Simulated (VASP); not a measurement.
# BeCd3S2 (P6/mmm) in VASP: further runs, part 2 of 2

VASP 6.6.1. The steps go on from the part before.

## Step 4: Single point, PBE

This run uses another cell than the first one, of 25.22 Å³/atom, 1.260 times its volume.

INCAR

```
  PREC = Accurate
  ENCUT = 520
  EDIFF = 1E-6
  ISMEAR = 0
  SIGMA = 0.1
  LREAL = F
  LASPH = T
  NELM = 80
  ALGO = Normal
  ISIF = 2
  LWAVE = F
  LCHARG = F
  GGA = PE
  NBANDS = 34
```

KPOINTS

```
regular mesh
0
Gamma
  6 6 10
```

POSCAR

```
BeCd3S2
1.0
    6.8209031398      0.0000000000      0.0000000000
   -3.4104515699      5.9070753958      0.0000000000
    0.0000000000      0.0000000000      3.7563136640
Be Cd S
1 3 2
Direct
    0.0000000000      0.0000000000      0.5000000000
    0.0000000000      0.5000000000      0.0000000000
    0.5000000000      0.5000000000      0.0000000000
    0.5000000000      0.0000000000      0.0000000000
    0.6666666667      0.3333333333      0.5000000000
    0.3333333333      0.6666666667      0.5000000000
```

Command:

```bash
$ cat potpaw_PBE.64/Be/POTCAR potpaw_PBE.64/Cd/POTCAR potpaw_PBE.64/S/POTCAR > POTCAR
$ mpirun -np 1 vasp_std > vasp.out
```

Wall time 3.1 min (1 thread of Intel Xeon Platinum 8488C (Sapphire Rapids), shared host); peak memory 0.38 GiB.

It converged, with:

* Free energy: -11.6932 eV
* Pressure: 0.3 GPa
* Band gap on the k mesh: zero (band 25 reaches 3.23 eV, above the bottom of band 26 at 1.53 eV)

Stress tensor (GPa, compression positive):
```
0.21 0.00 0.00
0.00 0.21 0.00
0.00 0.00 0.37
```

Levels at points of the mesh, in eV from the Fermi level:
| k point | band 22 | band 23 | band 24 | band 25 | band 26 | band 27 | band 28 | band 29 |
| --- | --- | --- | --- | --- | --- | --- | --- | --- |
| (0.00, 0.00, 0.00) | -3.44 | -3.28 | -1.39 | -0.25 | 0.47 | 0.47 | 2.32 | 3.22 |
| (0.50, 0.00, 0.00) | -2.69 | -2.22 | -2.07 | -0.78 | 0.34 | 0.75 | 2.54 | 2.98 |
| (0.00, 0.00, 0.50) | -2.00 | -2.00 | -1.31 | -0.73 | -0.73 | 0.23 | 1.12 | 1.12 |
| (0.50, 0.00, 0.50) | -2.72 | -1.85 | -1.40 | -1.27 | -0.72 | 1.30 | 1.53 | 1.84 |

## Step 5: Relaxation of cell and atoms, PBE

INCAR

```
SYSTEM = BeCd3S2
ALGO = Normal
EDIFF = 1E-6
EDIFFG = -0.04
ENCUT = 600
GGA = PE
IBRION = 2
ISIF = 3
ISMEAR = 0
LASPH = .True.
LCHARG = .False.
LREAL = .False.
LWAVE = .False.
NELM = 60
NSW = 90
PREC = Accurate
SIGMA = 0.1
```

KPOINTS

```
k-points
0
Gamma
  3 3 6
  0 0 0
```

POSCAR

```
BeCd3S2
1.0
    6.4183976800      0.0000000000      0.0000000000
   -3.2091988400      5.5584954500      0.0000000000
    0.0000000000      0.0000000000      3.3675419500
Be Cd S
1 3 2
Direct
    0.0000000000      0.0000000000      0.5000000000
    0.0000000000      0.5000000000      0.0000000000
    0.5000000000      0.5000000000      0.0000000000
    0.5000000000      0.0000000000      0.0000000000
    0.6666666700      0.3333333300      0.5000000000
    0.3333333300      0.6666666700      0.5000000000
```

Potentials or basis: VASP PAW PBE potentials, release 64 (Be, Cd, S).

Command:

```bash
$ cat potpaw_PBE.64/Be/POTCAR potpaw_PBE.64/Cd/POTCAR potpaw_PBE.64/S/POTCAR > POTCAR
$ mpirun -np 1 vasp_std > vasp.out
```

OUTCAR:

```text
SYSTEM = BeCd3S2
   EDIFF = 1E-6
   EDIFFG = -0.04
   ENCUT = 600
   GGA = PE
   IBRION = 2
   ISIF = 3
   ISMEAR = 0
   LASPH = .True.
   LREAL = .False.
   NELM = 60
   NSW = 90
   PREC = Accurate

 ion  position               nearest neighbor table
   1  0.000  0.000  0.500-
   2  0.000  0.500  0.000-   5 2.50   6 2.50   5 2.50   6 2.50   3 3.21   3 3.21   4 3.21   4 3.21

   3  0.500  0.500  0.000-   5 2.50   6 2.50   5 2.50   6 2.50   2 3.21   2 3.21   4 3.21   4 3.21

   4  0.500  0.000  0.000-   5 2.50   6 2.50   5 2.50   6 2.50   2 3.21   3 3.21   3 3.21   2 3.21

   5  0.667  0.333  0.500-   2 2.50   2 2.50   4 2.50   4 2.50   3 2.50   3 2.50
   6  0.333  0.667  0.500-   2 2.50   2 2.50   4 2.50   4 2.50   3 2.50   3 2.50

  LATTYP: Found a hexagonal cell.
 ALAT       =     6.4183976800
 C/A-ratio  =     0.5246701931

  Lattice vectors:

 A1 = (   6.4183976800,   0.0000000000,   0.0000000000)
 A2 = (  -3.2091988400,   5.5584954500,   0.0000000000)
 A3 = (   0.0000000000,   0.0000000000,   3.3675419500)

Analysis of symmetry for initial positions (statically):
=====================================================================
 Subroutine PRICEL returns:
 Original cell was already a primitive cell.

 Routine SETGRP: Setting up the symmetry group for a
 hexagonal supercell.

 Subroutine GETGRP returns: Found 24 space group operations
 (whereof 24 operations were pure point group operations)
 out of a pool of 24 trial point group operations.

The static configuration has the point symmetry D_6h.

Analysis of symmetry for dynamics (positions and initial velocities):
=====================================================================
 Subroutine PRICEL returns:
 Original cell was already a primitive cell.

 Routine SETGRP: Setting up the symmetry group for a
 hexagonal supercell.

 Subroutine GETGRP returns: Found 24 space group operations
 (whereof 24 operations were pure point group operations)
 out of a pool of 24 trial point group operations.

The dynamic configuration has the point symmetry D_6h.

 Subroutine INISYM returns: Found 24 space group operations
 (whereof 24 operations are pure point group operations),
 and found     1 'primitive' translations

[... 96 lines left out ...]
   ISYM   =      2    0-nonsym 1-usesym 2-fastsym
   POTIM  = 0.5000    time-step for ionic-motion
   TEBEG  =    0.0;   TEEND  =   0.0 temperature during run
   PSTRESS=    0.0 pullay stress
   NELECT =      50.0000    total number of electrons
   NUPDOWN=      -1.0000    fix difference up-down
   EMIN   =  10.00;   EMAX   =-10.00  energy-range for DOS
   EFERMI =   0.00;   METHOD = LEGACY
   ISMEAR =     0;   SIGMA  =   0.10  broadening in eV -4-tet -1-fermi 0-gaus
   EFERMI_NEDOS =   21; number of points for ismear=-14 and -15
   IALGO  =     38    algorithm
   IMIX   =      4    mixing-type and parameters
     AMIX     =   0.40;   BMIX     =  1.00
     AMIX_MAG =   1.60;   BMIX_MAG =  1.00
  volume/ion in A,a.u.               =      20.02       135.13
  Fermi-wavevector in a.u.,A,eV,Ry     =   1.222266  2.309749 20.326221  1.493935
  Thomas-Fermi vector in A             =   2.357419
   LORBIT       =      0    0 simple, 1 ext, 2 COOP (PROOUT), +10 PAW based schemes
   GGA     = PE    functional components
   LHFCALC =     F    Hartree Fock is set to
   AEXX    =    0.0000 exact exchange contribution
   IVDW    =     0    specifies the selected vdW correction
   LEPSILON=     F    determine dielectric tensor
   LRPA    =     F    only Hartree local field effects (RPA)
 conjugate gradient relaxation of ions
 non-spin polarized calculation
 Gauss-broadening in eV      SIGMA  =   0.10
  energy-cutoff  :      600.00
  volume of cell :      120.14
 maximum number of plane-waves:      4039
 NGX is ok and might be reduce to    54
   NGX = 25   NGY = 25   NGZ = 13

--------------------------------------- Ionic step        1  -------------------------------------------

 number of electron      49.9999990 magnetization

 Free energy of the ion-electron system (eV)
  ---------------------------------------------------
  ext. energy  EPLUGINS =         0.00000000
  ---------------------------------------------------
  free energy    TOTEN  =       -10.06726736 eV

  energy without entropy =      -10.05679859  energy(sigma->0) =      -10.06203297

 E-fermi :   4.2544     XC(G=0): -10.1295

 val. band max:        4.2074073488   @ k =   0.0000   0.0000   0.5000
 cond. band min:       4.3408511675   @ k =   0.3333   0.0000   0.3333
 fundamental gap:      0.1334438188
 Fermi energy:         4.2544027103

 k-point     1 :       0.0000    0.0000    0.0000
  band No.  band energies     occupation
      1     -11.6866      2.00000
      2     -10.4222      2.00000
      3      -6.2247      2.00000
      4      -6.0185      2.00000
      5      -6.0185      2.00000
      6      -5.9466      2.00000
[... 504 lines left out ...]
--------------------------------------- Ionic step        4  -------------------------------------------

 number of electron      50.0000004 magnetization

 Free energy of the ion-electron system (eV)
  ---------------------------------------------------
  ext. energy  EPLUGINS =         0.00000000
  ---------------------------------------------------
  free energy    TOTEN  =       -11.63660084 eV

  energy without entropy =      -11.62683641  energy(sigma->0) =      -11.63171863

 E-fermi :   2.1827     XC(G=0):  -9.0448

 val. band max:        2.0803283019   @ k =   0.3333   0.0000   0.3333
 cond. band min:       2.3120599957   @ k =   0.3333   0.0000   0.3333
 fundamental gap:      0.2317316938
 Fermi energy:         2.1827293266

 k-point     1 :       0.0000    0.0000    0.0000
  band No.  band energies     occupation
      1     -11.7172      2.00000
      2     -10.9696      2.00000
      3      -7.0913      2.00000
      4      -6.9163      2.00000
      5      -6.8704      2.00000
      6      -6.8704      2.00000
[... 418 lines left out ...]
  FREE ENERGIE OF THE ION-ELECTRON SYSTEM (eV)
  ---------------------------------------------------
  free  energy   TOTEN  =       -11.6366008401 eV

  energy  without entropy=      -11.6268364134  energy(sigma->0) =      -11.63171863

 reached required accuracy - stopping structural energy minimisation
```

CONTCAR:

```text
BeCd3S2
   1.00000000000000
     6.8513285228133904    0.0000000000000000    0.0000000000000000
    -3.4256642614066952    5.9334245594817103   -0.0000000000000000
     0.0000000000000000    0.0000000000000000    3.7717694476676518
  Be              Cd              S
     1     3     2
Direct
     1.0000000000000000    0.0000000000000000    0.5000000000000000
     1.0000000000000000    0.5000000000000000    1.0000000000000000
     0.5000000000000000    0.5000000000000000    1.0000000000000000
     0.5000000000000000    0.0000000000000000    1.0000000000000000
     0.6666666699999979    0.3333333300000021    0.5000000000000000
     0.3333333300000021    0.6666666699999979    0.5000000000000000

  0.00000000E+00  0.00000000E+00  0.00000000E+00
  0.00000000E+00  0.00000000E+00  0.00000000E+00
  0.00000000E+00  0.00000000E+00  0.00000000E+00
  0.00000000E+00  0.00000000E+00  0.00000000E+00
  0.00000000E+00  0.00000000E+00  0.00000000E+00
  0.00000000E+00  0.00000000E+00  0.00000000E+00
```

It took 2.7 min on 1 thread of Intel Xeon Platinum 8488C (Sapphire Rapids), shared host; peak memory 0.3 GiB.

Results:

```yaml
Free_energy: -11.6366 eV
Relaxed_volume: 25.55 Å³/atom
Relaxed_cell: a = 6.851 Å, b = 6.851 Å, c = 3.772 Å, α = 90.00°, β = 90.00°, γ = 120.00°
Space_group_after_relaxing_to_0.05_Å: P6/mmm (No. 191)
Energy_gained_by_relaxing: 261.6 meV/atom
Ionic_steps: 4
Pressure_after_relaxing: -0.1 GPa
Band_gap_on_the_k_mesh: zero (band 25 reaches 2.97 eV, above the bottom of band 26 at 1.49 eV)
```

The path:
```
step  energy change (eV)  largest force (eV/Å)  pressure (GPa)  volume (Å³)
   1              0.0000                0.0000           17.91       120.14
   2             -1.4878                0.0000           -2.27       163.22
   3             -1.5683                0.0000            0.28       152.15
   4             -1.5693                0.0000           -0.05       153.33
```

Final structure:
```yaml
crystal:
  lattice:
    - [6.85133, 0.00000, 0.00000]
    - [-3.42566, 5.93342, 0.00000]
    - [0.00000, 0.00000, 3.77177]
  atoms:
    - { symbol: Be, position: [0.00000, 0.00000, 0.50000] }
    - { symbol: Cd, position: [0.00000, 0.50000, 0.00000] }
    - { symbol: Cd, position: [0.50000, 0.50000, 0.00000] }
    - { symbol: Cd, position: [0.50000, 0.00000, 0.00000] }
    - { symbol: S, position: [0.66667, 0.33333, 0.50000] }
    - { symbol: S, position: [0.33333, 0.66667, 0.50000] }
```

Levels at points of the mesh, in eV from the Fermi level:
```csv
k point,band 23,band 24,band 25,band 26,band 27,band 28
"(0.00, 0.00, 0.00)",-3.12,-1.29,-0.22,0.57,0.57,2.41
"(0.00, 0.00, 0.50)",-1.86,-1.26,-0.65,-0.65,0.28,1.22
```

Caveat: the k points lie up to 0.35 Å⁻¹ apart in the final cell; the volume moved by over 15 % at a fixed basis, so the end points are rough.

## Step 6: Relaxation of cell and atoms, PBE

This run uses another cell than the first one, of 25.29 Å³/atom, 1.263 times its volume.

INCAR

```
SYSTEM = BeCd3S2
PREC = Accurate
ENCUT = 600
EDIFF = 1E-7
ISMEAR = 0
SIGMA = 0.1
LREAL = .False.
LASPH = .True.
NELM = 80
ALGO = Normal
ISIF = 3
LWAVE = .False.
LCHARG = .False.
GGA = PE
IBRION = 2
NSW = 100
EDIFFG = -0.01
```

KPOINTS

```
Automatic mesh
0
Gamma
  6 6 10
  0 0 0
```

POSCAR

```
BeCd3S2
1.0
    6.8280585377      0.0000000000      0.0000000000
   -3.4140292688      5.9132721522      0.0000000000
    0.0000000000      0.0000000000      3.7579385872
Be Cd S
1 3 2
Direct
    0.0000000000      0.0000000000      0.5000000000
    0.0000000000      0.5000000000      0.0000000000
    0.5000000000      0.5000000000      0.0000000000
    0.5000000000      0.0000000000      0.0000000000
    0.6666666667      0.3333333333      0.5000000000
    0.3333333333      0.6666666667      0.5000000000
```

Potentials or basis: VASP PAW PBE potentials, release 64 (Be, Cd, S).

Command:

```bash
$ cat potpaw_PBE.64/Be/POTCAR potpaw_PBE.64/Cd/POTCAR potpaw_PBE.64/S/POTCAR > POTCAR
$ mpirun -np 1 vasp_std > vasp.out
```

It took 4.2 min on 1 thread of Intel Xeon Platinum 8488C (Sapphire Rapids), shared host; peak memory 0.44 GiB.

The run converged. Its results:

```yaml
Free_energy: -11.6934 eV
Relaxed_volume: 25.36 Å³/atom
Relaxed_cell: a = 6.832 Å, b = 6.832 Å, c = 3.764 Å, α = 90.00°, β = 90.00°, γ = 120.00°
Space_group_after_relaxing_to_0.05_Å: P6/mmm (No. 191)
Energy_gained_by_relaxing: 0.0 meV/atom
Ionic_steps: 2
Pressure_after_relaxing: 0.0 GPa
Band_gap_on_the_k_mesh: zero (band 25 reaches 3.18 eV, above the bottom of band 26 at 1.49 eV)
```

The path:
```tsv
step	energy change (eV)	largest force (eV/Å)	pressure (GPa)	volume (Å³)
1	0.0000	0.0000	0.12	151.73
2	-0.0002	0.0000	-0.01	152.16
```

Final structure:
```yaml
crystal:
  lattice:
    - [6.83203, 0.00000, 0.00000]
    - [-3.41601, 5.91671, 0.00000]
    - [0.00000, 0.00000, 3.76408]
  atoms:
    - { symbol: Be, position: [0.00000, 0.00000, 0.50000] }
    - { symbol: Cd, position: [0.00000, 0.50000, 0.00000] }
    - { symbol: Cd, position: [0.50000, 0.50000, 0.00000] }
    - { symbol: Cd, position: [0.50000, 0.00000, 0.00000] }
    - { symbol: S, position: [0.66667, 0.33333, 0.50000] }
    - { symbol: S, position: [0.33333, 0.66667, 0.50000] }
```

Levels at points of the mesh, in eV from the Fermi level:
```csv
k point,band 21,band 22,band 23,band 24,band 25,band 26,band 27,band 28,band 29,band 30
"(0.00, 0.00, 0.00)",-3.81,-3.43,-3.26,-1.40,-0.27,0.48,0.48,2.31,3.20,3.20
"(0.50, 0.00, 0.00)",-3.14,-2.68,-2.22,-2.07,-0.79,0.33,0.76,2.53,2.96,3.43
"(0.00, 0.00, 0.50)",-4.28,-1.99,-1.99,-1.31,-0.73,-0.73,0.23,1.13,1.13,2.42
"(0.50, 0.00, 0.50)",-3.65,-2.71,-1.85,-1.38,-1.27,-0.73,1.30,1.53,1.84,2.43
```

## Step 7: Summary

| task | cell | k mesh | cutoff (eV) | gap on the mesh (eV) | pressure (GPa) | relaxed volume (Å³/atom) |
| --- | --- | --- | --- | --- | --- | --- |
| single point | a = 6.418, b = 6.418, c = 3.368 Å, angles 90.0, 90.0, 120.0°, 6 atoms | 3 × 3 × 6 | 520 | none | 18.0 | - |
| single point | a = 6.828, b = 6.828, c = 3.758 Å, angles 90.0, 90.0, 120.0°, 6 atoms | 3 × 3 × 6 | 520 | none | 0.4 | - |
| single point | a = 6.821, b = 6.821, c = 3.756 Å, angles 90.0, 90.0, 120.0°, 6 atoms | 6 × 6 × 10 | 520 | none | 0.3 | - |
| relaxation of cell and atoms | relaxed from a = 6.418, b = 6.418, c = 3.368 Å, angles 90.0, 90.0, 120.0°, 6 atoms | 3 × 3 × 6 | 600 | none | -0.1 | 25.55 |
| relaxation of cell and atoms | relaxed from a = 6.828, b = 6.828, c = 3.758 Å, angles 90.0, 90.0, 120.0°, 6 atoms | 6 × 6 × 10 | 600 | none | 0.0 | 25.36 |

Alike in all rows: level PBE; potentials or basis VASP PAW PBE potentials, release 64 (Be, Cd, S); no spin polarisation; smearing gaussian 0.1 eV.

Caveats: some runs use coarse meshes; the volume moved by over 15 % at a fixed basis, so the end points are rough (some runs).

Total energies depend on the potentials used, so only differences within one code and one set of settings carry meaning.
